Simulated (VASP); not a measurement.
A run of VASP 6.6.1:

File INCAR:

```
PREC     = Accurate       # precision mode
ENCUT    = 520            # plane-wave cutoff, eV
EDIFF    = 1E-6           # SCF threshold, eV
ISMEAR   = 0              # smearing method
SIGMA    = 0.1            # smearing width, eV
LREAL    = F              # projectors in reciprocal space
LASPH    = T              # aspherical terms in the spheres
NELM     = 150            # most SCF steps
ALGO     = Fast           # electronic algorithm
ISIF     = 2              # what is computed and relaxed
LWAVE    = F              # write WAVECAR
LCHARG   = F              # write CHGCAR
ISPIN    = 2              # spin polarisation
MAGMOM   = 2.44 2.44      # initial moments
LORBIT   = 11             # projections on sites
LMAXMIX  = 4              # l up to which the mixer works
GGA      = PE             # functional
NBANDS   = 19             # bands
```

File KPOINTS:

```
regular mesh
0
Gamma
  14 14 14
```

File POSCAR:

```
Fe
1.0
    2.7042604348      0.0000000000      0.0000000000
    0.0000000000      2.7042604348      0.0000000000
    0.0000000000      0.0000000000      2.7042604348
Fe
2
Direct
    0.0000000000      0.0000000000      0.0000000000
    0.5000000000      0.5000000000      0.5000000000
```

Potentials or basis: VASP PAW PBE potentials, release 64 (Fe).

Launch:

```sh
$ cat potpaw_PBE.64/Fe/POTCAR > POTCAR
$ mpirun -np 1 vasp_std > vasp.out
```

Hardware: 1 thread of Intel(R) Xeon(R) 6975P-C (Granite Rapids), on a shared host.

**Question.** Estimate the wall time of this run.

**Answer.** Wall time 27 s on 1 thread of Intel(R) Xeon(R) 6975P-C (Granite Rapids), on a shared host, peak memory 0.17 GiB. Counts: scf iterations 14, k points 120.
